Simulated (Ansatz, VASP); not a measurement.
## C: VASP beside Ansatz

INCAR

```
PREC = Accurate
ENCUT = 600
EDIFF = 1E-6
ISMEAR = -1
SIGMA = 0.1
LREAL = F
LASPH = T
NELM = 120
ALGO = Normal
ISIF = 2
LWAVE = F
LCHARG = T
GGA = B5
ALDAX = 1.0
AGGAX = 1.0
AGGAC = 1.0
ALDAC = 0.0
LELF = T
LVHAR = T
NBANDS = 8
GGA_COMPAT = F
```

The input KPOINTS:

```
regular mesh
0
Gamma
  19 19 19
```

The input POSCAR:

```
C
1.0
    0.0000000000      1.6436162626      1.6436162626
    1.6436162626      0.0000000000      1.6436162626
    1.6436162626      1.6436162626      0.0000000000
C
1
Direct
    0.0000000000      0.0000000000      0.0000000000
```

Input for Ansatz:

```yaml
crystal:
  lattice:
    - [0.0, 1.6436162626, 1.6436162626]
    - [1.6436162626, 0.0, 1.6436162626]
    - [1.6436162626, 1.6436162626, 0.0]
  atoms:
    - { symbol: C, position: [0.0, 0.0, 0.0] }
hamiltonian:
  xc: blyp
  pseudopotentials:
    kind: paw
    azcp:
      C: "pseudopotentials/C.paw.azcp"
basis:
  ecutwfc: 420
  fft_grid_basis: typed
kpoints:
  mp_grid: { grid: [19, 19, 19], shift: [0, 0, 0] }
magnetization:
  spin_polarized: false
scf:
  occupations: { method: fermi_dirac, width: 0.1 }
  lower_state_search: "off"
output:
  stress: true
  write_density: true
  write_potential: true
  elf: true
  volumetric_format: npy
```

Alike in both runs: task single point; functional BLYP; k mesh 19 × 19 × 19; occupations fermi-dirac, width 0.1 eV; no spin polarisation.

|  | VASP | Ansatz |
| --- | --- | --- |
| version | VASP 6.6.1 | Ansatz 0.2.0 |
| potentials or method | VASP PAW PBE potentials, release 64 (C), cutoff 600 eV | plane waves (420 eV) with PAW, scalar-relativistic |
| valence electrons in the cell | 4 | 4 |

```tsv
	VASP	Ansatz	Ansatz less VASP
pressure (GPa)	-8.2	-8.0	+0.20
```

VASP's potentials were made for PBE, not for BLYP.
